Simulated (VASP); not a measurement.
## Al: single point with PBE+D3(BJ)

Crystal: Al.

```
CELL_PARAMETERS angstrom
2.79875 0.00000 0.00000
-1.39937 2.42378 0.00000
0.00000 0.00000 8.89917
ATOMIC_POSITIONS crystal
Al 0.00000 0.00000 0.00000
Al 0.33333 0.66667 0.25000
Al 0.00000 0.00000 0.50000
Al 0.66667 0.33333 0.75000
```

This isn't the form of Al at room conditions, which is fcc.

* Program: VASP 6.6.1
* Task: single point
* Functional: PBE
* Dispersion: D3(BJ)
* Potentials or basis: VASP PAW PBE potentials, release 64 (Al)
* Cutoff: 520 eV
* k mesh: 18 × 18 × 6
* Occupations: gaussian, width 0.15 eV
* Spin: no spin polarisation
* Dipole correction: no
* Further INCAR settings: ALGO = Fast; EDIFF = 1e-06; NBANDS = 14

| Property | Result |
| --- | --- |
| Pressure | 4.7 GPa |
| Band gap on the k mesh | zero (bands 6 and 7 overlap by 6.14 eV) |
| Dispersion energy per atom | -0.369 eV |

Stress tensor (GPa, compression positive):
```
3.47 0.00 0.00
0.00 3.47 0.00
0.00 0.00 7.25
```

Levels at points of the mesh, in eV from the Fermi level:
```
           k point  band 3  band 4  band 5  band 6  band 7  band 8  band 9  band 10
(0.00, 0.00, 0.00)   -9.90   -4.78   -4.15    4.16    4.18   10.95   10.95    11.08
(0.50, 0.00, 0.00)   -4.21   -4.16   -3.48   -3.41    0.85    1.27    1.75     2.04
(0.00, 0.00, 0.50)   -7.62   -7.62   -0.51   -0.51    9.40    9.40   11.30    11.30
(0.50, 0.00, 0.50)   -5.14   -5.14   -1.92   -1.92   -1.21   -1.21    4.99     4.99
```

Wall time 37 s on 1 thread of Intel(R) Xeon(R) 6975P-C (Granite Rapids) (shared host), peak memory 0.25 GiB.

Caveat: the cell stands under pressure.
